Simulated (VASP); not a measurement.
# Te (P3_221) in VASP: single point with r2SCAN

Aim: the single point of Te with r2SCAN.

All numbers are computed with VASP 6.6.1; they aren't measurements. Logs are shortened: lines on timing, memory, paths and dates and some standing lists are left out, and cuts for length are marked.

## 1. The cell of the first run

It takes space group P3_221 (No. 154, trigonal). The conventional cell has a = 4.619 Å, b = 4.619 Å, c = 5.908 Å, α = 90.00°, β = 90.00°, γ = 120.00°. Within 3.7 Å of Te (site symmetry 2) lie 6 Te at 2.83 to 3.62 Å.

## 2. Single point, r2SCAN

Input file POSCAR:

```
Te
1.0
    4.6191776397      0.0000000000      0.0000000000
   -2.3095888198      4.0003251806      0.0000000000
    0.0000000000      0.0000000000      5.9075528207
Te
3
Direct
    0.2535521339      0.0000000000      0.1666666667
    0.0000000000      0.2535521339      0.8333333333
    0.7464478661      0.7464478661      0.5000000000
```

Input file INCAR.step1:

```
ALGO = Normal ; EDIFF = 1E-4
ENCUT = 520 ; GGA = PE
ISMEAR = 0 ; LASPH = True
LCHARG = False ; LREAL = False
LWAVE = True ; NBANDS = 16
NELM = 80 ; PREC = Accurate
SIGMA = 0.02
```

Input file INCAR.step2:

```
ALGO = Normal ; EDIFF = 1E-6
ENCUT = 520 ; ISIF = 2
ISMEAR = 0 ; ISTART = 1
LASPH = True ; LCHARG = False
LMIXTAU = True ; LREAL = False
LWAVE = False ; METAGGA = R2SCAN
NBANDS = 16 ; NELM = 80
PREC = Accurate ; SIGMA = 0.02
```

Input file KPOINTS:

```
k-points
0
Gamma
  9 9 6
```

Potentials or basis: VASP PAW PBE potentials, release 64 (Te).

On the command line:

```console
$ cat potpaw_PBE.64/Te/POTCAR > POTCAR
$ cp INCAR.step1 INCAR
$ mpirun -np 1 vasp_std > vasp.out
$ cp INCAR.step2 INCAR
$ mpirun -np 1 vasp_std > vasp.out
```

OUTCAR:

```text
EDIFF = 1E-6
   ENCUT = 520
   ISIF = 2
   ISMEAR = 0
   ISTART = 1
   LASPH = True
   LREAL = False
   METAGGA = R2SCAN
   NELM = 80
   PREC = Accurate

 ion  position               nearest neighbor table
   1  0.254  0.000  0.167-   3 2.83   2 2.83   3 3.62   3 3.62   2 3.62   2 3.62
   2  0.000  0.254  0.833-   3 2.83   1 2.83   3 3.62   3 3.62   1 3.62   1 3.62
   3  0.746  0.746  0.500-   2 2.83   1 2.83   2 3.62   1 3.62   1 3.62   2 3.62

  LATTYP: Found a hexagonal cell.
 ALAT       =     4.6191776397
 C/A-ratio  =     1.2789187343

  Lattice vectors:

 A1 = (   4.6191776397,   0.0000000000,   0.0000000000)
 A2 = (  -2.3095888198,   4.0003251806,   0.0000000000)
 A3 = (   0.0000000000,   0.0000000000,   5.9075528207)

Analysis of symmetry for initial positions (statically):
=====================================================================
 Subroutine PRICEL returns:
 Original cell was already a primitive cell.

 Routine SETGRP: Setting up the symmetry group for a
 hexagonal supercell.

 Subroutine GETGRP returns: Found  6 space group operations
 (whereof  2 operations were pure point group operations)
 out of a pool of 24 trial point group operations.

The static configuration has the point symmetry C_2 .
 The point group associated with its full space group is D_3 .

Analysis of symmetry for dynamics (positions and initial velocities):
=====================================================================
 Subroutine PRICEL returns:
 Original cell was already a primitive cell.

 Routine SETGRP: Setting up the symmetry group for a
 hexagonal supercell.

 Subroutine GETGRP returns: Found  6 space group operations
 (whereof  2 operations were pure point group operations)
 out of a pool of 24 trial point group operations.

The dynamic configuration has the point symmetry C_2 .
 The point group associated with its full space group is D_3 .

 Subroutine INISYM returns: Found  6 space group operations
 (whereof  2 operations are pure point group operations),
 and found     1 'primitive' translations

----------------------------------------------------------------------------------------

                                     Primitive cell

  volume of cell :     109.1610

  direct lattice vectors                    reciprocal lattice vectors
     4.619177640  0.000000000  0.000000000     0.216488751  0.124989839  0.000000000
    -2.309588820  4.000325181  0.000000000     0.000000000  0.249979678  0.000000000
     0.000000000  0.000000000  5.907552821     0.000000000  0.000000000  0.169274830

  length of vectors
     4.619177640  4.619177640  5.907552821     0.249979678  0.249979678  0.169274830

  position of ions in fractional coordinates (direct lattice)
     0.253552134  0.000000000  0.166666667
     0.000000000  0.253552134  0.833333333
     0.746447866  0.746447866  0.500000000

  ion indices of the primitive-cell ions
   primitive index   ion index
                 1           1
                 2           2
                 3           3

----------------------------------------------------------------------------------------

 KPOINTS: k-points

Automatic generation of k-mesh.
 Grid dimensions read from file:
 generate k-points for:    9    9    6

 Generating k-lattice:

  Cartesian coordinates                     Fractional coordinates (reciprocal lattice)
     0.024054306  0.013887760  0.000000000     0.111111111 -0.000000000  0.000000000
     0.000000000  0.027775520  0.000000000     0.000000000  0.111111111  0.000000000
     0.000000000  0.000000000  0.028212472     0.000000000  0.000000000  0.166666667

  Length of vectors
     0.027775520  0.027775520  0.028212472

  Shift w.r.t. Gamma in fractional coordinates (k-lattice)
     0.000000000  0.000000000  0.000000000

 Subroutine IBZKPT returns following result:
 ===========================================

 Found     62 irreducible k-points:

 Following reciprocal coordinates:
            Coordinates               Weight
  0.000000  0.000000  0.000000      1.000000
  0.111111  0.000000  0.000000      6.000000
  0.222222  0.000000  0.000000      6.000000
  0.333333  0.000000  0.000000      6.000000
  0.444444  0.000000  0.000000      6.000000
  0.111111  0.111111  0.000000      6.000000
[... 16 lines left out ...]
  0.222222  0.111111  0.166667     12.000000
 -0.111111  0.333333  0.166667     12.000000
 [... further k-points ...]
   k-points           NKPTS =     62   k-points in BZ     NKDIM =     62   number of bands    NBANDS=     16
   number of dos      NEDOS =    301   number of ions     NIONS =      3
   total plane-waves  NPLWV =  62208
   dimension x,y,z NGX =    36 NGY =   36 NGZ =   48
   dimension x,y,z NGXF=    72 NGYF=   72 NGZF=   96
   ions per type =               3
   NGX,Y,Z   is equivalent  to a cutoff of  12.96, 12.96, 13.51 a.u.
   NGXF,Y,Z  is equivalent  to a cutoff of  25.91, 25.91, 27.02 a.u.
 SYSTEM =  unknown system
   PREC   = accura    normal or accurate (medium, high low for compatibility)
   ISTART =      1    job   : 0-new  1-cont  2-samecut
   ICHARG =      0    charge: 1-file 2-atom 10-const
   ISPIN  =      1    spin polarized calculation?
   LNONCOLLINEAR =      F non collinear calculations
   LSORBIT =      F    spin-orbit coupling
   LASPH  =      T    aspherical Exc in radial PAW
   ENCUT  =  520.0 eV  38.22 Ry    6.18 a.u.   8.59  8.59 10.98*2*pi/ulx,y,z
   NELM   =     80;   NELMIN=  2; NELMDL=  0     # of ELM steps
   EDIFF  = 0.1E-05   stopping-criterion for ELM
   LREAL  =      F    real-space projection
   EDIFFG = 0.1E-04   stopping-criterion for IOM
   NSW    =      0    number of steps for IOM
   IBRION =     -1    ionic relax: 0-MD 1-quasi-New 2-CG
   NFREE  =      0    steps in history (QN), initial steepest desc. (CG)
   ISIF   =      2    stress and relaxation
   ISYM   =      2    0-nonsym 1-usesym 2-fastsym
   POTIM  = 0.5000    time-step for ionic-motion
   TEBEG  =    0.0;   TEEND  =   0.0 temperature during run
   PSTRESS=    0.0 pullay stress
   NELECT =      18.0000    total number of electrons
   NUPDOWN=      -1.0000    fix difference up-down
   EMIN   =  10.00;   EMAX   =-10.00  energy-range for DOS
   EFERMI =   0.00;   METHOD = LEGACY
   ISMEAR =     0;   SIGMA  =   0.02  broadening in eV -4-tet -1-fermi 0-gaus
   EFERMI_NEDOS =   21; number of points for ismear=-14 and -15
   IALGO  =     38    algorithm
   IMIX   =      4    mixing-type and parameters
     AMIX     =   0.40;   BMIX     =  1.00
     AMIX_MAG =   1.60;   BMIX_MAG =  1.00
  volume/ion in A,a.u.               =      36.39       245.55
  Fermi-wavevector in a.u.,A,eV,Ry     =   0.897725  1.696454 10.965065  0.805910
  Thomas-Fermi vector in A             =   2.020345
   LORBIT       =      0    0 simple, 1 ext, 2 COOP (PROOUT), +10 PAW based schemes
   METAGGA = R2SCAN    functional components
   LHFCALC =     F    Hartree Fock is set to
   AEXX    =    0.0000 exact exchange contribution
   IVDW    =     0    specifies the selected vdW correction
   LEPSILON=     F    determine dielectric tensor
   LRPA    =     F    only Hartree local field effects (RPA)
 non-spin polarized calculation
 Gauss-broadening in eV      SIGMA  =   0.02
  energy-cutoff  :      520.00
  volume of cell :      109.16
 maximum number of plane-waves:      2974
 NGX is ok and might be reduce to    36
   NGX = 17   NGY = 17   NGZ = 21

 number of electron      17.9999999 magnetization

 Free energy of the ion-electron system (eV)
  ---------------------------------------------------
  ext. energy  EPLUGINS =         0.00000000
  ---------------------------------------------------
  free energy    TOTEN  =       -76.24632603 eV

  energy without entropy =      -76.24632603  energy(sigma->0) =      -76.24632603

 E-fermi :   4.9995     XC(G=0):  -9.1358

 val. band max:        4.8799982245   @ k =   0.3333   0.3333   0.5000
 cond. band min:       5.4343029691   @ k =   0.3333   0.3333   0.5000
 fundamental gap:      0.5543047446
 Fermi energy:         4.9994936386

 k-point     1 :       0.0000    0.0000    0.0000
  band No.  band energies     occupation
      1      -8.9398      2.00000
      2      -5.5253      2.00000
      3      -5.5253      2.00000
      4       1.7263      2.00000
      5       1.9433      2.00000
      6       1.9433      2.00000
[... 8 lines left out ...]
     15      11.1654      0.00000
     16      11.8864      0.00000

 k-point     2 :       0.1111    0.0000    0.0000
  band No.  band energies     occupation
      1      -8.8700      2.00000
      2      -5.5594      2.00000
      3      -5.5090      2.00000
      4       1.2169      2.00000
      5       1.6323      2.00000
      6       1.8926      2.00000
[... 8 lines left out ...]
     15      11.4449      0.00000
     16      11.7717      0.00000

 k-point     3 :       0.2222    0.0000    0.0000
  band No.  band energies     occupation
      1      -8.6743      2.00000
      2      -5.6818      2.00000
      3      -5.4655      2.00000
      4       0.5637      2.00000
      5       1.1753      2.00000
      6       1.6527      2.00000
[... 8 lines left out ...]
     15      11.7279      0.00000
     16      12.2590      0.00000

 k-point     4 :       0.3333    0.0000    0.0000
  band No.  band energies     occupation
      1      -8.4034      2.00000
      2      -5.9020      2.00000
      3      -5.4120      2.00000
      4       0.2238      2.00000
      5       0.8077      2.00000
      6       1.4509      2.00000
[... 8 lines left out ...]
     15      12.3896      0.00000
     16      13.1730      0.00000

 k-point     5 :       0.4444    0.0000    0.0000
  band No.  band energies     occupation
      1      -8.1789      2.00000
      2      -6.1134      2.00000
      3      -5.3748      2.00000
      4       0.1590      2.00000
      5       0.6154      2.00000
      6       1.4648      2.00000
[... 8 lines left out ...]
     15      13.4651      0.00000
     16      14.0813      0.00000

 k-point     6 :       0.1111    0.1111    0.0000
  band No.  band energies     occupation
      1      -8.7370      2.00000
      2      -5.6261      2.00000
      3      -5.4919      2.00000
      4       0.7747      2.00000
      5       1.1032      2.00000
      6       1.9303      2.00000
[... 8 lines left out ...]
     15      11.7771      0.00000
     16      11.9746      0.00000
[... 267 lines left out ...]
 k-point    21 :       0.0000    0.4444    0.1667
  band No.  band energies     occupation
      1      -8.0962      2.00000
      2      -6.3598      2.00000
      3      -5.2446      2.00000
      4       0.3222      2.00000
      5       0.3899      2.00000
      6       1.4952      2.00000
[... 8 lines left out ...]
     15      12.9605      0.00000
     16      13.3987      0.00000

 k-point    22 :       0.1111    0.1111    0.1667
  band No.  band energies     occupation
      1      -8.6355      2.00000
      2      -6.4093      2.00000
      3      -4.7442      2.00000
      4       0.8147      2.00000
      5       1.0961      2.00000
      6       1.9553      2.00000
[... 8 lines left out ...]
     15      11.6139      0.00000
     16      11.8715      0.00000

 k-point    23 :       0.2222    0.1111    0.1667
  band No.  band energies     occupation
      1      -8.4017      2.00000
      2      -6.3878      2.00000
      3      -4.9182      2.00000
      4       0.2820      2.00000
      5       0.6904      2.00000
      6       1.6858      2.00000
[... 8 lines left out ...]
     15      12.4164      0.00000
     16      12.8769      0.00000

 k-point    24 :      -0.1111    0.3333    0.1667
  band No.  band energies     occupation
      1      -8.4065      2.00000
      2      -6.3386      2.00000
      3      -5.0023      2.00000
      4       0.4558      2.00000
      5       0.8524      2.00000
      6       1.8692      2.00000
[... 8 lines left out ...]
     15      12.0662      0.00000
     16      12.3056      0.00000

 [... further k-points ...]

------------------------ aborting loop because EDIFF is reached ----------------------------------------

  FORCE on cell =-STRESS in cart. coord.  units (eV):
  Direction    XX          YY          ZZ          XY          YZ          ZX
  --------------------------------------------------------------------------------------
  -------------------------------------------------------------------------------------
  Total        0.0237213      0.0237213      0.0429588      0.0000000     -0.0000000     -0.0000000
  in kB        0.3481621      0.3481621      0.6305151      0.0000000     -0.0000000     -0.0000000
  external PRESSURE =       0.4422798 kB  Pullay stress =       0.0000000 kB

 VOLUME and BASIS-vectors are now :
 -----------------------------------------------------------------------------
  energy-cutoff  :      520.00
  volume of cell :      109.16
      direct lattice vectors                 reciprocal lattice vectors
     4.619177640  0.000000000  0.000000000     0.216488751  0.124989839  0.000000000
    -2.309588820  4.000325181  0.000000000     0.000000000  0.249979678  0.000000000
     0.000000000  0.000000000  5.907552821     0.000000000  0.000000000  0.169274830

 POSITION                                       TOTAL-FORCE (eV/Angst)
 -----------------------------------------------------------------------------------
      1.17120      0.00000      0.98459         0.029772      0.000000     -0.000000
     -0.58560      1.01429      4.92296        -0.014886      0.025783     -0.000000
      1.72399      2.98603      2.95378        -0.014886     -0.025783      0.000000
 -----------------------------------------------------------------------------------
    total drift:                               -0.000000     -0.000000      0.000000

  FREE ENERGIE OF THE ION-ELECTRON SYSTEM (eV)
  ---------------------------------------------------
  free  energy   TOTEN  =       -76.2463260305 eV

  energy  without entropy=      -76.2463260305  energy(sigma->0) =      -76.24632603
```

It took 11 min on 1 thread of Oxide Virtual Turin-like, shared host; peak memory 0.25 GiB.

What came out:

```
Free energy            : -76.2463 eV
Pressure               : 0.0 GPa
Largest force          : 0.030 eV/Å
Band gap on the k mesh : 0.55 eV, direct
```

Forces on the atoms (eV/Å):
```
Te   0.030  0.000  0.000
Te  -0.015  0.026  0.000
Te  -0.015 -0.026  0.000
```

Caveat: the PAW data sets were made with another functional, which shifts forces and pressure a little; spin-orbit coupling is left out, which moves the levels of the heavy elements.
